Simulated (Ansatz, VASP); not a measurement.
**One calculation of Cu, two programs**

```
CELL_PARAMETERS angstrom
0.00000 1.78169 1.73714
1.78169 0.00000 1.73714
1.78169 1.78169 0.00000
ATOMIC_POSITIONS crystal
Cu 0.00000 0.00000 0.00000
```

Change from the starting cell: strain +0.000 along x and y, -0.025 along z, atoms carried along.

Alike in both runs: task single point; functional PBEsol; k mesh 28 × 28 × 28; occupations gaussian, width 0.15 eV; no spin polarisation.

|  | VASP | Ansatz |
| --- | --- | --- |
| version | VASP 6.6.1 | Ansatz 0.2.0 |
| potentials or method | VASP PAW PBE potentials, release 64 (Cu), cutoff 520 eV | scalar-relativistic, plane waves, PAW |
| valence electrons in the cell | 11 | 19 |

Ansatz gave:

* gap on the k mesh at the Fermi level (eV): none
* pressure (GPa): 4.6
* traceless stress, the component that is largest in VASP (GPa): 1.09

**Question.** Which values does VASP return?

**Answer.** gap on the k mesh at the Fermi level (eV): none; pressure (GPa): 5.2; traceless stress, the component that is largest in VASP (GPa): 1.09.

VASP's potentials were made for PBE, not for PBEsol. A gap of «none» marks a metal or a gap that the smearing closes. VASP's potentials hold 11 valence electrons a cell and Ansatz's 19, so a difference there can come from the potentials and not from the codes.
